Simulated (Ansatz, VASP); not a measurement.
# Si: VASP beside Ansatz

```
CELL_PARAMETERS angstrom
3.80230 0.00000 0.00000
0.00000 3.80230 0.00000
0.00000 0.00000 3.39906
ATOMIC_POSITIONS crystal
Si 0.00000 0.50000 0.00000
Si 0.50000 0.00000 0.00000
Si 0.00000 0.00000 0.50000
```

Alike in both runs: functional PBE; k mesh 4 × 4 × 6; occupations gaussian, width 0.1 eV; no spin polarisation.

Ansatz relaxed the structure, and its values are those at the end. VASP's run is a single point on that final structure, the one shown.

```csv
,VASP,Ansatz
version,VASP 6.6.1,Ansatz 0.2.0
potentials or method,"VASP PAW PBE potentials, release 64 (Si), cutoff 520 eV","scalar-relativistic, plane waves, PAW"
valence electrons in the cell,12,12
```

|  | VASP | Ansatz | Ansatz less VASP |
| --- | --- | --- | --- |
| gap on the k mesh at the Fermi level (eV) | none | none | - |
| pressure (GPa) | 0.0 | 0.0 | +0.07 |

A gap of «none» marks a metal or a gap that the smearing closes. With one functional, cell and mesh, what is left measures potentials, basis and numerics.

The k mesh is coarse, so the values compare programs but aren't converged.
